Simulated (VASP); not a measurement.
Al2O3, 10 atoms in the cell. It takes space group Cmcm (No. 63, orthorhombic). Conventional cell: a = 2.648 Å, b = 8.848 Å, c = 6.977 Å, α = 90.00°, β = 90.00°, γ = 90.00°. Al (site symmetry 2/m) has 6 O at 1.86 to 1.98 Å within 2.5 Å. Al (site symmetry m2m) has 8 O at 1.86 to 2.52 Å and 4 Al at 2.65 to 2.79 Å within 2.8 Å. Within 2.8 Å of O (site symmetry m) lie 5 Al at 1.86 to 2.52 Å and 11 O at 2.40 to 2.78 Å. O (site symmetry m2m) has 4 Al at 1.86 to 1.98 Å and 12 O at 2.58 to 2.78 Å within 2.8 Å. 

- Program: VASP 6.6.1
- Task: single point
- Functional: r2SCAN
- Potentials or basis: VASP PAW PBE potentials, release 64 (Al, O)
- Cutoff: 520 eV
- k mesh: 8 × 8 × 4
- Occupations: gaussian, width 0.05 eV
- Spin: no spin polarisation
- Dipole correction: no
- Further INCAR settings: ALGO = Normal; EDIFF = 1e-06; NBANDS = 35

Potentials or basis: VASP PAW PBE potentials, release 64 (Al, O).

Run with:

```console
$ cat potpaw_PBE.64/Al/POTCAR potpaw_PBE.64/O/POTCAR > POTCAR
$ cp INCAR.step1 INCAR
$ mpirun -np 1 vasp_std > vasp.out
$ cp INCAR.step2 INCAR
$ mpirun -np 1 vasp_std > vasp.out
```

Hardware: 1 thread of AMD EPYC 7R13 Processor (Zen 3), on a shared host.

Task: How long does it take, and how much memory?

Result: Wall time 12 min on 1 thread of AMD EPYC 7R13 Processor (Zen 3) (shared host), peak memory 0.31 GiB. Counts: k points 63.
